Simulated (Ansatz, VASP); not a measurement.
## Two plane-wave programs on Zn

```
CELL_PARAMETERS angstrom
2.75109 0.00000 0.00000
-1.37555 2.38252 0.00000
0.00000 0.00000 5.16162
ATOMIC_POSITIONS crystal
Zn 0.33333 0.66667 0.25000
Zn 0.66667 0.33333 0.75000
```

Alike in both runs: task single point; functional revPBE; k mesh 22 × 22 × 10; occupations fermi-dirac, width 0.1 eV; no spin polarisation.

|  | VASP | Ansatz |
| --- | --- | --- |
| version | VASP 6.6.1 | Ansatz 0.2.0 |
| potentials or method | VASP PAW PBE potentials, release 64 (Zn), cutoff 520 eV | plane waves (420 eV) with PAW, scalar-relativistic |
| valence electrons in the cell | 24 | 24 |

Ansatz gave:

- pressure (GPa): -4.0
- traceless stress, the component that is largest in VASP (GPa): 1.41

Task: Which values does VASP return?

Result: Pressure (GPa): -3.8; traceless stress, the component that is largest in VASP (GPa): 1.29.

VASP's potentials were made for PBE, not for revPBE.
